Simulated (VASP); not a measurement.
# Co (Fd-3m) in VASP: notebook

Co is run at these levels: LDA; tasks: single point.

Program: VASP 6.6.1. These are calculated values, not measurements. Logs are shortened: lines on timing, memory, paths and dates and some standing lists are left out, and cuts for length are marked.

**1. The cell of the first run**

It takes space group Fd-3m (No. 227, cubic). Conventional cell: a = 4.334 Å, b = 4.334 Å, c = 4.334 Å, α = 90.00°, β = 90.00°, γ = 90.00°. Within 2.5 Å of Co (site symmetry -43m) lie 4 Co at 1.88 Å.

**2. Single point, LDA, collinear spin, ferromagnetic start**

File INCAR:

```
SYSTEM = Co
PREC = Accurate
ENCUT = 520
EDIFF = 1E-6
ISMEAR = -1
SIGMA = 0.1
LREAL = .False.
LASPH = .True.
NELM = 150
ALGO = Normal
ISIF = 2
LWAVE = .False.
LCHARG = .False.
ISPIN = 2
MAGMOM = 1.7 1.7
LORBIT = 11
LMAXMIX = 4
NBANDS = 20
```

File KPOINTS:

```
Automatic mesh
0
Gamma
  15 15 15
  0 0 0
```

File POSCAR:

```
Co
1.0
    0.0000000000      2.1667748039      2.1667748039
    2.1667748039      0.0000000000      2.1667748039
    2.1667748039      2.1667748039      0.0000000000
Co
2
Direct
   -0.1250000000     -0.1250000000     -0.1250000000
    0.1250000000      0.1250000000      0.1250000000
```

Potentials or basis: VASP PAW LDA potentials, release 64 (Co).

Run with:

```
cat potpaw_LDA.64/Co/POTCAR > POTCAR
mpirun -np 1 vasp_std > vasp.out
```

OUTCAR:

```text
SYSTEM = Co
   PREC = Accurate
   ENCUT = 520
   EDIFF = 1E-6
   ISMEAR = -1
   LREAL = .False.
   LASPH = .True.
   NELM = 150
   ISIF = 2
   ISPIN = 2
   LORBIT = 11

 ion  position               nearest neighbor table
   1  0.875  0.875  0.875-   2 1.88   2 1.88   2 1.88   2 1.88
   2  0.125  0.125  0.125-   1 1.88   1 1.88   1 1.88   1 1.88

  LATTYP: Found a face centered cubic cell.
 ALAT       =     4.3335496078

  Lattice vectors:

 A1 = (   0.0000000000,   2.1667748039,   2.1667748039)
 A2 = (   2.1667748039,   0.0000000000,   2.1667748039)
 A3 = (   2.1667748039,   2.1667748039,   0.0000000000)

Analysis of symmetry for initial positions (statically):
[... 6 lines left out ...]

 Subroutine GETGRP returns: Found 48 space group operations
 (whereof 12 operations were pure point group operations)
 out of a pool of 48 trial point group operations.

The static configuration has the point symmetry D_3d.
 The point group associated with its full space group is O_h .

Analysis of symmetry for dynamics (positions and initial velocities):
[... 6 lines left out ...]

 Subroutine GETGRP returns: Found 48 space group operations
 (whereof 12 operations were pure point group operations)
 out of a pool of 48 trial point group operations.

The dynamic configuration has the point symmetry D_3d.
 The point group associated with its full space group is O_h .

Analysis of structural, dynamic, and magnetic symmetry:
=====================================================================
 Subroutine PRICEL returns:
 Original cell was already a primitive cell.

 Routine SETGRP: Setting up the symmetry group for a
 face centered cubic supercell.

 Subroutine GETGRP returns: Found 48 space group operations
 (whereof 12 operations were pure point group operations)
 out of a pool of 48 trial point group operations.

The overall configuration has the point symmetry D_3d.
 The point group associated with its full space group is O_h .

 Subroutine INISYM returns: Found 48 space group operations
 (whereof 12 operations are pure point group operations),
 and found     1 'primitive' translations

----------------------------------------------------------------------------------------

                                     Primitive cell

  volume of cell :      20.3456

  direct lattice vectors                    reciprocal lattice vectors
     0.000000000  2.166774804  2.166774804    -0.230757714  0.230757714  0.230757714
     2.166774804  0.000000000  2.166774804     0.230757714 -0.230757714  0.230757714
     2.166774804  2.166774804  0.000000000     0.230757714  0.230757714 -0.230757714

  length of vectors
     3.064282314  3.064282314  3.064282314     0.399684084  0.399684084  0.399684084

  position of ions in fractional coordinates (direct lattice)
     0.875000000  0.875000000  0.875000000
     0.125000000  0.125000000  0.125000000

  ion indices of the primitive-cell ions
   primitive index   ion index
                 1           1
                 2           2

----------------------------------------------------------------------------------------

 KPOINTS: Automatic mesh

Automatic generation of k-mesh.
 Grid dimensions read from file:
 generate k-points for:   15   15   15

 Generating k-lattice:

  Cartesian coordinates                     Fractional coordinates (reciprocal lattice)
    -0.015383848  0.015383848  0.015383848     0.066666667  0.000000000  0.000000000
     0.015383848 -0.015383848  0.015383848     0.000000000  0.066666667  0.000000000
     0.015383848  0.015383848 -0.015383848     0.000000000  0.000000000  0.066666667

  Length of vectors
     0.026645606  0.026645606  0.026645606

  Shift w.r.t. Gamma in fractional coordinates (k-lattice)
     0.000000000  0.000000000  0.000000000

 Subroutine IBZKPT returns following result:
 ===========================================

 Found    120 irreducible k-points:

 Following reciprocal coordinates:
            Coordinates               Weight
  0.000000  0.000000  0.000000      1.000000
  0.066667  0.000000  0.000000      8.000000
  0.133333  0.000000  0.000000      8.000000
  0.200000  0.000000  0.000000      8.000000
  0.266667  0.000000  0.000000      8.000000
  0.333333  0.000000  0.000000      8.000000
[... 16 lines left out ...]
  0.133333  0.133333  0.000000      6.000000
  0.200000  0.133333  0.000000     24.000000
 [... further k-points ...]
   k-points           NKPTS =    120   k-points in BZ     NKDIM =    120   number of bands    NBANDS=     20
   number of dos      NEDOS =    301   number of ions     NIONS =      2
   total plane-waves  NPLWV =  13824
   dimension x,y,z NGX =    24 NGY =   24 NGZ =   24
   dimension x,y,z NGXF=    48 NGYF=   48 NGZF=   48
   ions per type =               2
   NGX,Y,Z   is equivalent  to a cutoff of  13.02, 13.02, 13.02 a.u.
   NGXF,Y,Z  is equivalent  to a cutoff of  26.04, 26.04, 26.04 a.u.
 SYSTEM =  Co
   PREC   = accura    normal or accurate (medium, high low for compatibility)
   ISTART =      0    job   : 0-new  1-cont  2-samecut
   ICHARG =      2    charge: 1-file 2-atom 10-const
   ISPIN  =      2    spin polarized calculation?
   LNONCOLLINEAR =      F non collinear calculations
   LSORBIT =      F    spin-orbit coupling
   LASPH  =      T    aspherical Exc in radial PAW
   ENCUT  =  520.0 eV  38.22 Ry    6.18 a.u.   5.70  5.70  5.70*2*pi/ulx,y,z
   NELM   =    150;   NELMIN=  2; NELMDL= -5     # of ELM steps
   EDIFF  = 0.1E-05   stopping-criterion for ELM
   LREAL  =      F    real-space projection
   EDIFFG = 0.1E-04   stopping-criterion for IOM
   NSW    =      0    number of steps for IOM
   IBRION =     -1    ionic relax: 0-MD 1-quasi-New 2-CG
   NFREE  =      0    steps in history (QN), initial steepest desc. (CG)
   ISIF   =      2    stress and relaxation
   ISYM   =      2    0-nonsym 1-usesym 2-fastsym
   POTIM  = 0.5000    time-step for ionic-motion
   TEBEG  =    0.0;   TEEND  =   0.0 temperature during run
   PSTRESS=    0.0 pullay stress
   NELECT =      18.0000    total number of electrons
   NUPDOWN=      -1.0000    fix difference up-down
   EMIN   =  10.00;   EMAX   =-10.00  energy-range for DOS
   EFERMI =   0.00;   METHOD = LEGACY
   ISMEAR =    -1;   SIGMA  =   0.10  broadening in eV -4-tet -1-fermi 0-gaus
   EFERMI_NEDOS =   21; number of points for ismear=-14 and -15
   IALGO  =     38    algorithm
   IMIX   =      4    mixing-type and parameters
     AMIX     =   0.40;   BMIX     =  1.00
     AMIX_MAG =   1.60;   BMIX_MAG =  1.00
  volume/ion in A,a.u.               =      10.17        68.65
  Fermi-wavevector in a.u.,A,eV,Ry     =   1.571600  2.969892 33.605371  2.469925
  Thomas-Fermi vector in A             =   2.673159
   LORBIT       =     11    0 simple, 1 ext, 2 COOP (PROOUT), +10 PAW based schemes
   GGA     = CA    functional components
   LHFCALC =     F    Hartree Fock is set to
   AEXX    =    0.0000 exact exchange contribution
   IVDW    =     0    specifies the selected vdW correction
   LEPSILON=     F    determine dielectric tensor
   LRPA    =     F    only Hartree local field effects (RPA)
 spin polarized calculation
  energy-cutoff  :      520.00
  volume of cell :       20.35
 maximum number of plane-waves:       560
   NGX = 11   NGY = 11   NGZ = 11

 number of electron      18.0000006 magnetization      -0.0385634

 number of electron      18.0000006 magnetization       0.0033930

 Free energy of the ion-electron system (eV)
  ---------------------------------------------------
  ext. energy  EPLUGINS =         0.00000000
  ---------------------------------------------------
  free energy    TOTEN  =       -12.17159162 eV

  energy without entropy =      -12.09193952  energy(sigma->0) =      -12.13176557

 E-fermi :  11.4623     XC(G=0): -13.7885

 val. band max:       11.4615222247   @ k =  -0.2000   0.3333   0.1333
 cond. band min:      11.4736283026   @ k =   0.4667   0.1333   0.0667
 fundamental gap:      0.0121060779
 Fermi energy:        11.4623353880

 spin component 1

 k-point     1 :       0.0000    0.0000    0.0000
  band No.  band energies     occupation
      1       2.2854      1.00000
      2       6.3374      1.00000
      3       6.3374      1.00000
      4       6.9722      1.00000
      5       6.9722      1.00000
      6       6.9722      1.00000
[... 12 lines left out ...]
     19      32.5341      0.00000
     20      33.9439      0.00000

 k-point     2 :       0.0667    0.0000    0.0000
  band No.  band energies     occupation
      1       2.4036      1.00000
      2       6.2739      1.00000
      3       6.2739      1.00000
      4       6.9783      1.00000
      5       7.0699      1.00000
      6       7.0699      1.00000
[... 498 lines left out ...]
 k-point    24 :       0.2000    0.1333    0.0000
  band No.  band energies     occupation
      1       3.3145      1.00000
      2       5.6648      1.00000
      3       6.6362      1.00000
      4       7.0320      1.00000
      5       7.0889      1.00000
      6       7.7755      1.00000
[... 12 lines left out ...]
     19      35.3900      0.00000
     20      35.8027      0.00000

 [... further k-points ...]

 spin component 2

 k-point     1 :       0.0000    0.0000    0.0000
  band No.  band energies     occupation
      1       2.2856      1.00000
      2       6.3385      1.00000
      3       6.3385      1.00000
      4       6.9733      1.00000
      5       6.9733      1.00000
      6       6.9733      1.00000
[... 12 lines left out ...]
     19      32.5343      0.00000
     20      33.9443      0.00000

 k-point     2 :       0.0667    0.0000    0.0000
  band No.  band energies     occupation
      1       2.4038      1.00000
      2       6.2750      1.00000
      3       6.2750      1.00000
      4       6.9795      1.00000
      5       7.0711      1.00000
      6       7.0711      1.00000
[... 498 lines left out ...]
 k-point    24 :       0.2000    0.1333    0.0000
  band No.  band energies     occupation
      1       3.3146      1.00000
      2       5.6658      1.00000
      3       6.6374      1.00000
      4       7.0332      1.00000
      5       7.0901      1.00000
      6       7.7767      1.00000
[... 12 lines left out ...]
     19      35.3903      0.00000
     20      35.8035      0.00000

 [... further k-points ...]
[... 5 lines left out ...]
  --------------------------------------------------------------------------------------
  -------------------------------------------------------------------------------------
  Total       11.1409071     11.1409071     11.1409071     -0.0000000     -0.0000000      0.0000000
  in kB      877.3235965    877.3235965    877.3235965     -0.0000000     -0.0000000      0.0000000
  external PRESSURE =     877.3235965 kB  Pullay stress =       0.0000000 kB

 VOLUME and BASIS-vectors are now :
 -----------------------------------------------------------------------------
  energy-cutoff  :      520.00
  volume of cell :       20.35
      direct lattice vectors                 reciprocal lattice vectors
     0.000000000  2.166774804  2.166774804    -0.230757714  0.230757714  0.230757714
     2.166774804  0.000000000  2.166774804     0.230757714 -0.230757714  0.230757714
     2.166774804  2.166774804  0.000000000     0.230757714  0.230757714 -0.230757714

 POSITION                                       TOTAL-FORCE (eV/Angst)
 -----------------------------------------------------------------------------------
      3.79186      3.79186      3.79186         0.000000     -0.000000     -0.000000
      0.54169      0.54169      0.54169        -0.000000      0.000000      0.000000
 -----------------------------------------------------------------------------------
    total drift:                                0.000000      0.000000      0.000000

  FREE ENERGIE OF THE ION-ELECTRON SYSTEM (eV)
  ---------------------------------------------------
  free  energy   TOTEN  =       -12.1715916226 eV

  energy  without entropy=      -12.0919395155  energy(sigma->0) =      -12.13176557

 total charge

# of ion       s       p       d       tot
------------------------------------------
    1        0.707   0.694   7.733   9.133
    2        0.707   0.694   7.733   9.133
--------------------------------------------------
tot          1.413   1.387  15.466  18.267

 magnetization (x)

# of ion       s       p       d       tot
------------------------------------------
    1       -0.000   0.000   0.001   0.001
    2       -0.000   0.000   0.001   0.001
--------------------------------------------------
tot         -0.000   0.000   0.002   0.002
```

Wall time 48 s (1 thread of AMD EPYC 9R45 (Zen 5), shared host); peak memory 0.15 GiB.

What came out:

```yaml
Free_energy: -12.1716 eV
Pressure: 87.7 GPa
Band_gap_on_the_k_mesh: zero (filled and empty bands overlap)
Net_moment: 0.00 μB per cell
```

Caveat: the starting moments collapsed, and a magnetic state may lie lower.

**3. Single point, LDA, collinear spin, ferromagnetic start**

File INCAR:

```
PREC = Accurate
ENCUT = 520
EDIFF = 1E-7
ISMEAR = -1
SIGMA = 0.1
LREAL = False
LASPH = True
NELM = 150
ALGO = Normal
ISIF = 2
LWAVE = False
LCHARG = False
ISPIN = 2
MAGMOM = 1.7 1.7
LORBIT = 11
LMAXMIX = 4
NBANDS = 20
```

File KPOINTS:

```
regular mesh
0
Gamma
  15 15 15
```

File POSCAR:

```
Co
1.0
    0.0000000000      2.1655348987      2.1655348987
    2.1655348987      0.0000000000      2.1655348987
    2.1655348987      2.1655348987      0.0000000000
Co
2
Direct
   -0.1250000000     -0.1250000000     -0.1250000000
    0.1250000000      0.1250000000      0.1250000000
```

Potentials or basis: VASP PAW LDA potentials, release 64 (Co).

Run with:

```
cat potpaw_LDA.64/Co/POTCAR > POTCAR
mpirun -np 1 vasp_std > vasp.out
```

It took 54 s on 1 thread of AMD EPYC 9R45 (Zen 5), shared host; peak memory 0.15 GiB.

It converged, with:

| Quantity | Value |
| --- | --- |
| Free energy | -12.1524 eV |
| Pressure | 88.5 GPa |
| Band gap on the k mesh | zero (filled and empty bands overlap) |
| Net moment | 0.00 μB per cell |

Levels at points of the mesh, in eV from the Fermi level:
Spin up:
| k point | band 5 | band 6 | band 7 | band 8 | band 9 | band 10 | band 11 | band 12 | band 13 | band 14 |
| --- | --- | --- | --- | --- | --- | --- | --- | --- | --- | --- |
| (0.00, 0.00, 0.00) | -4.50 | -4.50 | -1.77 | -1.77 | -1.77 | 0.61 | 0.61 | 17.08 | 17.08 | 17.08 |
Spin down:
| k point | band 6 | band 7 | band 8 | band 9 | band 10 | band 11 | band 12 | band 13 |
| --- | --- | --- | --- | --- | --- | --- | --- | --- |
| (0.00, 0.00, 0.00) | -4.50 | -1.77 | -1.77 | -1.77 | 0.61 | 0.61 | 17.08 | 17.08 |

Caveat: the starting moments collapsed, and a magnetic state may lie lower.

**4. Single point, LDA, collinear spin, ferromagnetic start**

File INCAR:

```
SYSTEM = Co
PREC = Accurate
ENCUT = 600
EDIFF = 1E-6
ISMEAR = -1
SIGMA = 0.1
LREAL = .False.
LASPH = .True.
NELM = 200
ALGO = Normal
ISIF = 2
LWAVE = .False.
LCHARG = .False.
ISPIN = 2
MAGMOM = 1.7 1.7
LORBIT = 11
LMAXMIX = 4
NBANDS = 28
GGA_COMPAT = .False.
```

File KPOINTS:

```
Automatic mesh
0
Gamma
  15 15 15
  0 0 0
```

File POSCAR:

```
Co
1.0
    0.0000000000      2.1667748039      2.1667748039
    2.1667748039      0.0000000000      2.1667748039
    2.1667748039      2.1667748039      0.0000000000
Co
2
Direct
   -0.1250000000     -0.1250000000     -0.1250000000
    0.1250000000      0.1250000000      0.1250000000
```

Potentials or basis: VASP PAW LDA potentials, release 64 (Co_sv).

Run with:

```
cat potpaw_LDA.64/Co_sv/POTCAR > POTCAR
mpirun -np 1 vasp_std > vasp.out
```

It took 71 s on 1 thread of Intel Xeon Platinum 8488C (Sapphire Rapids), shared host; peak memory 0.21 GiB.

It converged, with:

| Quantity | Value |
| --- | --- |
| Free energy | -11.9746 eV |
| Pressure | 95.6 GPa |
| Band gap on the k mesh | zero (filled and empty bands overlap) |
| Net moment | 0.00 μB per cell |
| Valence electrons inside the program's atomic spheres | Co 15.58 |

Levels at points of the mesh, in eV from the Fermi level:
Spin up:
```csv
k point,band 13,band 14,band 15,band 16,band 17,band 18,band 19,band 20,band 21,band 22
"(0.00, 0.00, 0.00)",-4.52,-4.52,-1.74,-1.74,-1.74,0.59,0.59,16.96,16.96,16.96
```
Spin down:
```csv
k point,band 13,band 14,band 15,band 16,band 17,band 18,band 19,band 20,band 21,band 22
"(0.00, 0.00, 0.00)",-4.52,-4.52,-1.74,-1.74,-1.74,0.59,0.59,16.96,16.96,16.96
```

Caveat: the starting moments collapsed, and a magnetic state may lie lower.
